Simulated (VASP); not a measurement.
# ZnS (F-43m) in VASP: relaxation of cell and atoms with PBEsol

Aim: the relaxation of cell and atoms of ZnS with PBEsol.

Program: VASP 6.6.1. These are calculated values, not measurements. Logs are shortened: lines on timing, memory, paths and dates and some standing lists are left out, and cuts for length are marked.

### 1 The cell of the first run

It takes space group F-43m (No. 216, cubic). Conventional cell: a = 5.404 Å, b = 5.404 Å, c = 5.404 Å, α = 90.00°, β = 90.00°, γ = 90.00°. Zn (site symmetry -43m) has 4 S at 2.34 Å within 3.1 Å. Within 3.1 Å of S (site symmetry -43m) lie 4 Zn at 2.34 Å.

### 2 Relaxation of cell and atoms, PBEsol

Contents of INCAR:

```
SYSTEM = ZnS
ALGO = Normal ; EDIFF = 1E-7
EDIFFG = -0.002 ; ENCUT = 500
GGA = PS ; GGA_COMPAT = .False.
IBRION = 2 ; ISIF = 3
ISMEAR = -1 ; LASPH = .True.
LCHARG = .False. ; LREAL = .False.
LWAVE = .False. ; NELM = 120
NELMIN = 4 ; NSW = 100
PREC = Accurate ; SIGMA = 0.08
```

Contents of KPOINTS:

```
k-points
0
Gamma
  12 12 12
  0 0 0
```

Contents of POSCAR:

```
ZnS
1.0
    2.7020000000      2.7020000000      0.0000000000
   -2.7020000000      2.7020000000      0.0000000000
    0.0000000000      2.7020000000      2.7020000000
Zn S
1 1
Direct
    0.7500000000      0.2500000000      0.5000000000
    0.0000000000      0.0000000000      0.0000000000
```

Potentials or basis: VASP PAW PBE potentials, release 64 (Zn, S).

On the command line:

```bash
> cat potpaw_PBE.64/Zn/POTCAR potpaw_PBE.64/S/POTCAR > POTCAR
> mpirun -np 1 vasp_std > vasp.out
```

OUTCAR:

```text
SYSTEM = ZnS
   EDIFF = 1E-7
   EDIFFG = -0.002
   ENCUT = 500
   GGA = PS
   IBRION = 2
   ISIF = 3
   ISMEAR = -1
   LASPH = .True.
   LREAL = .False.
   NELM = 120
   NELMIN = 4
   NSW = 100
   PREC = Accurate

 ion  position               nearest neighbor table
   1  0.750  0.250  0.500-   2 2.34   2 2.34   2 2.34   2 2.34
   2  0.000  0.000  0.000-   1 2.34   1 2.34   1 2.34   1 2.34

  LATTYP: Found a face centered cubic cell.
 ALAT       =     5.4040000000

  Lattice vectors:

 A1 = (   0.0000000000,   2.7020000000,   2.7020000000)
 A2 = (   2.7020000000,   0.0000000000,   2.7020000000)
 A3 = (   2.7020000000,   2.7020000000,   0.0000000000)

Analysis of symmetry for initial positions (statically):
=====================================================================
 Subroutine PRICEL returns:
 Original cell was already a primitive cell.

 Routine SETGRP: Setting up the symmetry group for a
 face centered cubic supercell.

 Subroutine GETGRP returns: Found 24 space group operations
 (whereof 24 operations were pure point group operations)
 out of a pool of 48 trial point group operations.

The static configuration has the point symmetry T_d .

Analysis of symmetry for dynamics (positions and initial velocities):
=====================================================================
 Subroutine PRICEL returns:
 Original cell was already a primitive cell.

 Routine SETGRP: Setting up the symmetry group for a
 face centered cubic supercell.

 Subroutine GETGRP returns: Found 24 space group operations
 (whereof 24 operations were pure point group operations)
 out of a pool of 48 trial point group operations.

The dynamic configuration has the point symmetry T_d .

 Subroutine INISYM returns: Found 24 space group operations
 (whereof 24 operations are pure point group operations),
 and found     1 'primitive' translations

----------------------------------------------------------------------------------------

                                     Primitive cell

  volume of cell :      39.4535

  direct lattice vectors                    reciprocal lattice vectors
     2.702000000  2.702000000  0.000000000     0.185048113  0.185048113 -0.185048113
    -2.702000000  2.702000000  0.000000000    -0.185048113  0.185048113 -0.185048113
     0.000000000  2.702000000  2.702000000     0.000000000  0.000000000  0.370096225

  length of vectors
     3.821205046  3.821205046  3.821205046     0.320512733  0.320512733  0.370096225

  position of ions in fractional coordinates (direct lattice)
     0.750000000  0.250000000  0.500000000
     0.000000000  0.000000000  0.000000000

  ion indices of the primitive-cell ions
   primitive index   ion index
                 1           1
                 2           2

----------------------------------------------------------------------------------------

 KPOINTS: k-points

Automatic generation of k-mesh.
 Grid dimensions read from file:
 generate k-points for:   12   12   12

 Generating k-lattice:

  Cartesian coordinates                     Fractional coordinates (reciprocal lattice)
     0.015420676  0.015420676 -0.015420676     0.083333333  0.000000000  0.000000000
    -0.015420676  0.015420676 -0.015420676     0.000000000  0.083333333  0.000000000
     0.000000000  0.000000000  0.030841352     0.000000000  0.000000000  0.083333333

  Length of vectors
     0.026709394  0.026709394  0.030841352

  Shift w.r.t. Gamma in fractional coordinates (k-lattice)
     0.000000000  0.000000000  0.000000000

 Subroutine IBZKPT returns following result:
 ===========================================

 Found     72 irreducible k-points:

 Following reciprocal coordinates:
            Coordinates               Weight
  0.000000  0.000000  0.000000      1.000000
  0.083333  0.000000  0.000000      8.000000
  0.166667  0.000000  0.000000      8.000000
  0.250000  0.000000  0.000000      8.000000
  0.333333  0.000000  0.000000      8.000000
  0.416667  0.000000  0.000000      8.000000
[... 16 lines left out ...]
  0.500000  0.166667  0.000000     24.000000
 -0.416667  0.166667  0.000000     24.000000
 [... further k-points ...]
   k-points           NKPTS =     72   k-points in BZ     NKDIM =     72   number of bands    NBANDS=     13
   number of dos      NEDOS =    301   number of ions     NIONS =      2
   total plane-waves  NPLWV =  21952
   dimension x,y,z NGX =    28 NGY =   28 NGZ =   28
   dimension x,y,z NGXF=    56 NGYF=   56 NGZF=   56
   ions per type =               1   1
   NGX,Y,Z   is equivalent  to a cutoff of  12.18, 12.18, 12.18 a.u.
   NGXF,Y,Z  is equivalent  to a cutoff of  24.36, 24.36, 24.36 a.u.
 SYSTEM =  ZnS
   PREC   = accura    normal or accurate (medium, high low for compatibility)
   ISTART =      0    job   : 0-new  1-cont  2-samecut
   ICHARG =      2    charge: 1-file 2-atom 10-const
   ISPIN  =      1    spin polarized calculation?
   LNONCOLLINEAR =      F non collinear calculations
   LSORBIT =      F    spin-orbit coupling
   LASPH  =      T    aspherical Exc in radial PAW
   ENCUT  =  500.0 eV  36.75 Ry    6.06 a.u.   6.97  6.97  6.97*2*pi/ulx,y,z
   NELM   =    120;   NELMIN=  4; NELMDL= -5     # of ELM steps
   EDIFF  = 0.1E-06   stopping-criterion for ELM
   LREAL  =      F    real-space projection
   EDIFFG = -.2E-02   stopping-criterion for IOM
   NSW    =    100    number of steps for IOM
   IBRION =      2    ionic relax: 0-MD 1-quasi-New 2-CG
   NFREE  =      1    steps in history (QN), initial steepest desc. (CG)
   ISIF   =      3    stress and relaxation
   ISYM   =      2    0-nonsym 1-usesym 2-fastsym
   POTIM  = 0.5000    time-step for ionic-motion
   TEBEG  =    0.0;   TEEND  =   0.0 temperature during run
   PSTRESS=    0.0 pullay stress
   NELECT =      18.0000    total number of electrons
   NUPDOWN=      -1.0000    fix difference up-down
   EMIN   =  10.00;   EMAX   =-10.00  energy-range for DOS
   EFERMI =   0.00;   METHOD = LEGACY
   ISMEAR =    -1;   SIGMA  =   0.08  broadening in eV -4-tet -1-fermi 0-gaus
   EFERMI_NEDOS =   21; number of points for ismear=-14 and -15
   IALGO  =     38    algorithm
   IMIX   =      4    mixing-type and parameters
     AMIX     =   0.40;   BMIX     =  1.00
     AMIX_MAG =   1.60;   BMIX_MAG =  1.00
  volume/ion in A,a.u.               =      19.73       133.12
  Fermi-wavevector in a.u.,A,eV,Ry     =   1.260290  2.381602 21.610537  1.588330
  Thomas-Fermi vector in A             =   2.393807
   LORBIT       =      0    0 simple, 1 ext, 2 COOP (PROOUT), +10 PAW based schemes
   GGA     = PS    functional components
   LHFCALC =     F    Hartree Fock is set to
   AEXX    =    0.0000 exact exchange contribution
   IVDW    =     0    specifies the selected vdW correction
   LEPSILON=     F    determine dielectric tensor
   LRPA    =     F    only Hartree local field effects (RPA)
 conjugate gradient relaxation of ions
 non-spin polarized calculation
  energy-cutoff  :      500.00
  volume of cell :       39.45
 maximum number of plane-waves:      1018
   NGX = 13   NGY = 13   NGZ = 13

--------------------------------------- Ionic step        1  -------------------------------------------

 number of electron      18.0000000 magnetization

 Free energy of the ion-electron system (eV)
  ---------------------------------------------------
  ext. energy  EPLUGINS =         0.00000000
  ---------------------------------------------------
  free energy    TOTEN  =        -7.58368770 eV

  energy without entropy =       -7.58368765  energy(sigma->0) =       -7.58368768

------------------------ aborting loop because EDIFF is reached ----------------------------------------

  FORCE on cell =-STRESS in cart. coord.  units (eV):
  Direction    XX          YY          ZZ          XY          YZ          ZX
  --------------------------------------------------------------------------------------
  -------------------------------------------------------------------------------------
  Total       -0.4429044     -0.4429044     -0.4429044      0.0000000      0.0000000     -0.0000000
  in kB      -17.9859965    -17.9859965    -17.9859965      0.0000000      0.0000000     -0.0000000
  external PRESSURE =     -17.9859965 kB  Pullay stress =       0.0000000 kB
[... 21 lines left out ...]
  energy  without entropy=       -7.5836876530  energy(sigma->0) =       -7.58368768

--------------------------------------- Ionic step        2  -------------------------------------------

 number of electron      18.0000018 magnetization

 E-fermi :   3.4895     XC(G=0): -10.0018

 val. band max:        2.3196519358   @ k =   0.0000   0.0000   0.0000
 cond. band min:       4.4377082830   @ k =   0.0000   0.0000   0.0000
 fundamental gap:      2.1180563471
 Fermi energy:         3.4894636857

 k-point     1 :       0.0000    0.0000    0.0000
  band No.  band energies     occupation
      1     -11.0671      2.00000
      2      -4.1880      2.00000
      3      -4.1880      2.00000
      4      -4.1879      2.00000
      5      -3.6499      2.00000
      6      -3.6499      2.00000
      7       2.3197      2.00000
      8       2.3197      2.00000
      9       2.3197      2.00000
     10       4.4377      0.00001
     11       8.6034      0.00000
     12       8.6034      0.00000
     13       8.6034      0.00000
[... 401 lines left out ...]
  energy  without entropy=       -7.5884510061  energy(sigma->0) =       -7.58845102

--------------------------------------- Ionic step        3  -------------------------------------------

 number of electron      18.0000014 magnetization

 Free energy of the ion-electron system (eV)
  ---------------------------------------------------
  ext. energy  EPLUGINS =         0.00000000
  ---------------------------------------------------
  free energy    TOTEN  =        -7.58908507 eV

  energy without entropy =       -7.58908504  energy(sigma->0) =       -7.58908506

 E-fermi :   3.3944     XC(G=0):  -9.9634

 val. band max:        2.2412001486   @ k =   0.0000   0.0000   0.0000
 cond. band min:       4.3236840600   @ k =   0.0000   0.0000   0.0000
 fundamental gap:      2.0824839114
 Fermi energy:         3.3943962956

 k-point     1 :       0.0000    0.0000    0.0000
  band No.  band energies     occupation
      1     -11.0861      2.00000
      2      -4.2308      2.00000
      3      -4.2308      2.00000
      4      -4.2308      2.00000
      5      -3.7026      2.00000
      6      -3.7026      2.00000
      7       2.2412      2.00000
      8       2.2412      2.00000
      9       2.2412      2.00000
     10       4.3237      0.00002
     11       8.5316      0.00000
     12       8.5316      0.00000
     13       8.5316      0.00000
[... 397 lines left out ...]
  FREE ENERGIE OF THE ION-ELECTRON SYSTEM (eV)
  ---------------------------------------------------
  free  energy   TOTEN  =        -7.5890850699 eV

  energy  without entropy=       -7.5890850448  energy(sigma->0) =       -7.58908506

 reached required accuracy - stopping structural energy minimisation
```

Wall time 44 s (1 thread of Intel Xeon Platinum 8559C (Emerald Rapids), shared host); peak memory 0.18 GiB.

Results:

```
Free energy                            : -7.5891 eV
Relaxed volume                         : 19.26 Å³/atom
Relaxed cell                           : a = 3.791 Å, b = 3.791 Å, c = 3.791 Å, α = 60.00°, β = 60.00°, γ = 90.00°
Space group after relaxing (to 0.05 Å) : F-43m (No. 216)
Energy gained by relaxing              : 2.7 meV/atom
Ionic steps                            : 3
Pressure after relaxing                : 0.0 GPa
Band gap on the k mesh                 : 2.08 eV, direct
```

Step by step:
| step | energy change (eV) | largest force (eV/Å) | pressure (GPa) | volume (Å³) |
| --- | --- | --- | --- | --- |
| 1 | 0.0000 | 0.0000 | -1.80 | 39.45 |
| 2 | -0.0048 | 0.0000 | 0.66 | 38.20 |
| 3 | -0.0054 | 0.0000 | 0.01 | 38.51 |

Final structure:
```
Zn S
1.0
     2.68038    2.68038    0.00000
    -2.68038    2.68038    0.00000
     0.00000    2.68038    2.68038
Zn S
1 1
Direct
  0.75000 0.25000 0.50000
  0.00000 0.00000 0.00000
```

Caveat: the PAW data sets were made with another functional, which shifts forces and pressure a little.
